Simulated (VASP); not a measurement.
A run of VASP 6.6.1:

INCAR

```
SYSTEM = GaSn3
PREC = Accurate
ENCUT = 600
EDIFF = 1E-7
ISMEAR = -1
SIGMA = 0.05
LREAL = .False.
LASPH = .True.
NELM = 100
ALGO = Normal
ISIF = 3
LWAVE = .False.
LCHARG = .False.
IBRION = 2
NSW = 80
EDIFFG = -0.01
```

File KPOINTS:

```
Automatic mesh
0
Gamma
  5 5 5
  0 0 0
```

File POSCAR:

```
GaSn3
1.0
    0.0000000000      3.7059570000      3.7059570000
    3.7059570000      0.0000000000      3.7059570000
    3.7059570000      3.7059570000      0.0000000000
Ga Sn
1 3
Direct
    0.0000000000      0.0000000000      0.0000000000
    0.2500000000      0.2500000000      0.2500000000
    0.7500000000      0.7500000000      0.7500000000
    0.5000000000      0.5000000000      0.5000000000
```

Potentials or basis: VASP PAW LDA potentials, release 64 (Ga_d, Sn_d).

The run is started by

```console
$ cat potpaw_LDA.64/Ga_d/POTCAR potpaw_LDA.64/Sn_d/POTCAR > POTCAR
$ mpirun -np 1 vasp_std > vasp.out
```

Hardware: 1 thread of AMD EPYC 9R45 (Zen 5) (shared host).

Task: How long does it take, and how much memory?

Result: Run time: 100 s on 1 thread of AMD EPYC 9R45 (Zen 5), on a shared host, peak memory 0.2 GiB. Counts: scf iterations 31, k points 10, ion steps 3.
